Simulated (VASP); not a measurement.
# BP (F-43m) in VASP: single point with LDA

Aim: the single point of BP with LDA.

Everything below comes from runs of VASP 6.6.1. Logs are shortened: lines on timing, memory, paths and dates and some standing lists are left out, and cuts for length are marked.

### 1 The cell of the first run

It takes space group F-43m (No. 216, cubic). Conventional cell: a = 4.500 Å, b = 4.500 Å, c = 4.500 Å, α = 90.00°, β = 90.00°, γ = 90.00°. Within 2.6 Å of B (site symmetry -43m) lie 4 P at 1.95 Å. P (site symmetry -43m) has 4 B at 1.95 Å within 2.6 Å.

### 2 Single point, LDA

The input, INCAR:

```
SYSTEM = BP
PREC = Accurate
ENCUT = 500
EDIFF = 1E-6
ISMEAR = 0
SIGMA = 0.01
LREAL = .FALSE.
LASPH = .TRUE.
NELM = 120
ALGO = Normal
ISIF = 2
LWAVE = .FALSE.
LCHARG = .TRUE.
LELF = .TRUE.
LVHAR = .TRUE.
NBANDS = 11
GGA_COMPAT = .FALSE.
```

The input, KPOINTS:

```
Automatic mesh
0
G
  4 4 4
  0 0 0
```

The input, POSCAR:

```
BP
1.0
    0.0000000000      2.2500033761      2.2500033761
    2.2500033761      0.0000000000      2.2500033761
    2.2500033761      2.2500033761      0.0000000000
B P
1 1
Direct
    0.0000000000      0.0000000000      0.0000000000
    0.2500000000      0.2500000000      0.2500000000
```

Potentials or basis: VASP PAW LDA potentials, release 64 (B, P).

Run with:

```sh
$ cat potpaw_LDA.64/B/POTCAR potpaw_LDA.64/P/POTCAR > POTCAR
$ mpirun -np 1 vasp_std > vasp.out
```

OUTCAR:

```text
SYSTEM = BP
   PREC = Accurate
   ENCUT = 500
   EDIFF = 1E-6
   ISMEAR = 0
   LREAL = .FALSE.
   LASPH = .TRUE.
   NELM = 120
   ISIF = 2

 ion  position               nearest neighbor table
   1  0.000  0.000  0.000-   2 1.95   2 1.95   2 1.95   2 1.95
   2  0.250  0.250  0.250-   1 1.95   1 1.95   1 1.95   1 1.95

  LATTYP: Found a face centered cubic cell.
 ALAT       =     4.5000067522

  Lattice vectors:

 A1 = (   0.0000000000,   2.2500033761,   2.2500033761)
 A2 = (   2.2500033761,   0.0000000000,   2.2500033761)
 A3 = (   2.2500033761,   2.2500033761,   0.0000000000)

Analysis of symmetry for initial positions (statically):
=====================================================================
 Subroutine PRICEL returns:
 Original cell was already a primitive cell.

 Routine SETGRP: Setting up the symmetry group for a
 face centered cubic supercell.

 Subroutine GETGRP returns: Found 24 space group operations
 (whereof 24 operations were pure point group operations)
 out of a pool of 48 trial point group operations.

The static configuration has the point symmetry T_d .

Analysis of symmetry for dynamics (positions and initial velocities):
=====================================================================
 Subroutine PRICEL returns:
 Original cell was already a primitive cell.

 Routine SETGRP: Setting up the symmetry group for a
 face centered cubic supercell.

 Subroutine GETGRP returns: Found 24 space group operations
 (whereof 24 operations were pure point group operations)
 out of a pool of 48 trial point group operations.

The dynamic configuration has the point symmetry T_d .

 Subroutine INISYM returns: Found 24 space group operations
 (whereof 24 operations are pure point group operations),
 and found     1 'primitive' translations

----------------------------------------------------------------------------------------

                                     Primitive cell

  volume of cell :      22.7814

  direct lattice vectors                    reciprocal lattice vectors
     0.000000000  2.250003376  2.250003376    -0.222221889  0.222221889  0.222221889
     2.250003376  0.000000000  2.250003376     0.222221889 -0.222221889  0.222221889
     2.250003376  2.250003376  0.000000000     0.222221889  0.222221889 -0.222221889

  length of vectors
     3.181985290  3.181985290  3.181985290     0.384899602  0.384899602  0.384899602

  position of ions in fractional coordinates (direct lattice)
     0.000000000  0.000000000  0.000000000
     0.250000000  0.250000000  0.250000000

  ion indices of the primitive-cell ions
   primitive index   ion index
                 1           1
                 2           2

----------------------------------------------------------------------------------------

 KPOINTS: Automatic mesh

Automatic generation of k-mesh.
 Grid dimensions read from file:
 generate k-points for:    4    4    4

 Generating k-lattice:

  Cartesian coordinates                     Fractional coordinates (reciprocal lattice)
    -0.055555472  0.055555472  0.055555472     0.250000000  0.000000000  0.000000000
     0.055555472 -0.055555472  0.055555472     0.000000000  0.250000000  0.000000000
     0.055555472  0.055555472 -0.055555472     0.000000000  0.000000000  0.250000000

  Length of vectors
     0.096224900  0.096224900  0.096224900

  Shift w.r.t. Gamma in fractional coordinates (k-lattice)
     0.000000000  0.000000000  0.000000000

 Subroutine IBZKPT returns following result:
 ===========================================

 Found      8 irreducible k-points:

 Following reciprocal coordinates:
            Coordinates               Weight
  0.000000  0.000000  0.000000      1.000000
  0.250000  0.000000  0.000000      8.000000
  0.500000  0.000000  0.000000      4.000000
  0.250000  0.250000  0.000000      6.000000
  0.500000  0.250000  0.000000     24.000000
 -0.250000  0.250000  0.000000     12.000000
  0.500000  0.500000  0.000000      3.000000
 -0.250000  0.500000  0.250000      6.000000
   k-points           NKPTS =      8   k-points in BZ     NKDIM =      8   number of bands    NBANDS=     11
   number of dos      NEDOS =    301   number of ions     NIONS =      2
   total plane-waves  NPLWV =  13824
   dimension x,y,z NGX =    24 NGY =   24 NGZ =   24
   dimension x,y,z NGXF=    48 NGYF=   48 NGZF=   48
   ions per type =               1   1
   NGX,Y,Z   is equivalent  to a cutoff of  12.54, 12.54, 12.54 a.u.
   NGXF,Y,Z  is equivalent  to a cutoff of  25.08, 25.08, 25.08 a.u.
 SYSTEM =  BP
   PREC   = accura    normal or accurate (medium, high low for compatibility)
   ISTART =      0    job   : 0-new  1-cont  2-samecut
   ICHARG =      2    charge: 1-file 2-atom 10-const
   ISPIN  =      1    spin polarized calculation?
   LNONCOLLINEAR =      F non collinear calculations
   LSORBIT =      F    spin-orbit coupling
   LASPH  =      T    aspherical Exc in radial PAW
   ENCUT  =  500.0 eV  36.75 Ry    6.06 a.u.   5.80  5.80  5.80*2*pi/ulx,y,z
   NELM   =    120;   NELMIN=  2; NELMDL= -5     # of ELM steps
   EDIFF  = 0.1E-05   stopping-criterion for ELM
   LREAL  =      F    real-space projection
   EDIFFG = 0.1E-04   stopping-criterion for IOM
   NSW    =      0    number of steps for IOM
   IBRION =     -1    ionic relax: 0-MD 1-quasi-New 2-CG
   NFREE  =      0    steps in history (QN), initial steepest desc. (CG)
   ISIF   =      2    stress and relaxation
   ISYM   =      2    0-nonsym 1-usesym 2-fastsym
   POTIM  = 0.5000    time-step for ionic-motion
   TEBEG  =    0.0;   TEEND  =   0.0 temperature during run
   PSTRESS=    0.0 pullay stress
   NELECT =       8.0000    total number of electrons
   NUPDOWN=      -1.0000    fix difference up-down
   EMIN   =  10.00;   EMAX   =-10.00  energy-range for DOS
   EFERMI =   0.00;   METHOD = LEGACY
   ISMEAR =     0;   SIGMA  =   0.01  broadening in eV -4-tet -1-fermi 0-gaus
   EFERMI_NEDOS =   21; number of points for ismear=-14 and -15
   IALGO  =     38    algorithm
   IMIX   =      4    mixing-type and parameters
     AMIX     =   0.40;   BMIX     =  1.00
     AMIX_MAG =   1.60;   BMIX_MAG =  1.00
  volume/ion in A,a.u.               =      11.39        76.87
  Fermi-wavevector in a.u.,A,eV,Ry     =   1.154990  2.182615 18.150206  1.334003
  Thomas-Fermi vector in A             =   2.291622
   LORBIT       =      0    0 simple, 1 ext, 2 COOP (PROOUT), +10 PAW based schemes
   GGA     = CA    functional components
   LHFCALC =     F    Hartree Fock is set to
   AEXX    =    0.0000 exact exchange contribution
   IVDW    =     0    specifies the selected vdW correction
   LEPSILON=     F    determine dielectric tensor
   LRPA    =     F    only Hartree local field effects (RPA)
 non-spin polarized calculation
 Gauss-broadening in eV      SIGMA  =   0.01
  energy-cutoff  :      500.00
  volume of cell :       22.78
 maximum number of plane-waves:       604
   NGX = 11   NGY = 11   NGZ = 11

 number of electron       8.0000001 magnetization

 Free energy of the ion-electron system (eV)
  ---------------------------------------------------
  ext. energy  EPLUGINS =         0.00000000
  ---------------------------------------------------
  free energy    TOTEN  =       -14.22175701 eV

  energy without entropy =      -14.22175701  energy(sigma->0) =      -14.22175701

 E-fermi :   7.8104     XC(G=0): -11.1810

 val. band max:        7.7520295541   @ k =   0.0000   0.0000   0.0000
 cond. band min:       8.9762158328   @ k =   0.5000   0.5000   0.0000
 fundamental gap:      1.2241862787
 Fermi energy:         7.8103894626

 k-point     1 :       0.0000    0.0000    0.0000
  band No.  band energies     occupation
      1      -7.8805      2.00000
      2       7.7520      2.00000
      3       7.7520      2.00000
      4       7.7520      2.00000
      5      11.1500      0.00000
      6      11.1500      0.00000
      7      11.1500      0.00000
      8      15.5042      0.00000
      9      19.1529      0.00000
     10      19.9807      0.00000
     11      19.9807      0.00000

 k-point     2 :       0.2500    0.0000    0.0000
  band No.  band energies     occupation
      1      -6.7509      2.00000
      2       2.8421      2.00000
      3       6.6147      2.00000
      4       6.6147      2.00000
      5      11.8436      0.00000
      6      12.5202      0.00000
      7      12.5202      0.00000
      8      17.4580      0.00000
      9      18.7305      0.00000
     10      18.7305      0.00000
     11      20.7668      0.00000

 k-point     3 :       0.5000    0.0000    0.0000
  band No.  band energies     occupation
      1      -4.4470      2.00000
      2      -1.4577      2.00000
      3       5.9686      2.00000
      4       5.9686      2.00000
      5      11.6722      0.00000
      6      12.4249      0.00000
      7      12.4249      0.00000
      8      17.7329      0.00000
      9      22.4697      0.00000
     10      22.4697      0.00000
     11      22.5284      0.00000

 k-point     4 :       0.2500    0.2500    0.0000
  band No.  band energies     occupation
      1      -6.3682      2.00000
      2       4.1039      2.00000
      3       4.9522      2.00000
      4       4.9522      2.00000
      5       9.4855      0.00000
      6      12.6110      0.00000
      7      15.5464      0.00000
      8      15.5464      0.00000
      9      20.1216      0.00000
     10      21.5978      0.00000
     11      23.1359      0.00000

 k-point     5 :       0.5000    0.2500    0.0000
  band No.  band energies     occupation
      1      -4.0619      2.00000
      2      -0.0267      2.00000
      3       2.8808      2.00000
      4       4.4924      2.00000
      5      10.1837      0.00000
      6      14.1300      0.00000
      7      15.9432      0.00000
      8      16.2371      0.00000
      9      20.9547      0.00000
     10      22.6424      0.00000
     11      25.2366      0.00000

 k-point     6 :      -0.2500    0.2500    0.0000
  band No.  band energies     occupation
      1      -4.9882      2.00000
      2       1.2464      2.00000
      3       2.3760      2.00000
      4       5.7805      2.00000
      5      11.5644      0.00000
      6      14.1572      0.00000
      7      15.3196      0.00000
      8      16.6077      0.00000
      9      17.7186      0.00000
     10      20.4500      0.00000
     11      25.4039      0.00000

 k-point     7 :       0.5000    0.5000    0.0000
  band No.  band energies     occupation
      1      -2.9123      2.00000
      2      -0.8745      2.00000
      3       3.5440      2.00000
      4       3.5440      2.00000
      5       8.9762      0.00000
      6       9.2546      0.00000
      7      19.9805      0.00000
      8      19.9805      0.00000
      9      23.0345      0.00000
     10      24.6733      0.00000
     11      25.9178      0.00000

 k-point     8 :      -0.2500    0.5000    0.2500
  band No.  band energies     occupation
      1      -2.6070      2.00000
      2      -0.2931      2.00000
      3       1.8938      2.00000
      4       2.0950      2.00000
      5      12.9776      0.00000
      6      14.4504      0.00000
      7      15.0685      0.00000
      8      15.3449      0.00000
      9      20.6617      0.00000
     10      24.0894      0.00000
     11      24.2994      0.00000

------------------------ aborting loop because EDIFF is reached ----------------------------------------

  FORCE on cell =-STRESS in cart. coord.  units (eV):
  Direction    XX          YY          ZZ          XY          YZ          ZX
  --------------------------------------------------------------------------------------
  -------------------------------------------------------------------------------------
  Total       -0.0145717     -0.0145717     -0.0145717      0.0000000      0.0000000      0.0000000
  in kB       -1.0248084     -1.0248084     -1.0248084      0.0000000      0.0000000      0.0000000
  external PRESSURE =      -1.0248084 kB  Pullay stress =       0.0000000 kB

 VOLUME and BASIS-vectors are now :
 -----------------------------------------------------------------------------
  energy-cutoff  :      500.00
  volume of cell :       22.78
      direct lattice vectors                 reciprocal lattice vectors
     0.000000000  2.250003376  2.250003376    -0.222221889  0.222221889  0.222221889
     2.250003376  0.000000000  2.250003376     0.222221889 -0.222221889  0.222221889
     2.250003376  2.250003376  0.000000000     0.222221889  0.222221889 -0.222221889

 POSITION                                       TOTAL-FORCE (eV/Angst)
 -----------------------------------------------------------------------------------
      0.00000      0.00000      0.00000         0.000000      0.000000      0.000000
      1.12500      1.12500      1.12500        -0.000000     -0.000000     -0.000000
 -----------------------------------------------------------------------------------
    total drift:                                0.000000      0.000000      0.000000

  FREE ENERGIE OF THE ION-ELECTRON SYSTEM (eV)
  ---------------------------------------------------
  free  energy   TOTEN  =       -14.2217570110 eV

  energy  without entropy=      -14.2217570110  energy(sigma->0) =      -14.22175701
```

It took 1.4 s on 1 thread of Intel Xeon 6975P-C (Granite Rapids), shared host; peak memory 0.11 GiB.

What came out:

| Property | Result |
| --- | --- |
| Free energy | -14.2218 eV |
| Pressure | -0.1 GPa |
| Band gap on the k mesh | 1.22 eV, indirect (least direct gap 3.40 eV) |

Levels at points of the mesh, in eV from the valence-band top:
```tsv
k point	band 2	band 3	band 4	band 5	band 6	band 7
(0.00, 0.00, 0.00)	0.00	0.00	0.00	3.40	3.40	3.40
(0.50, 0.00, 0.00)	-9.21	-1.78	-1.78	3.92	4.67	4.67
(0.50, 0.50, 0.00)	-8.63	-4.21	-4.21	1.22	1.50	12.23
```

Caveat: the k points lie up to 0.60 Å⁻¹ apart. A hybrid or GW would open this gap; LDA tends to underestimate it.
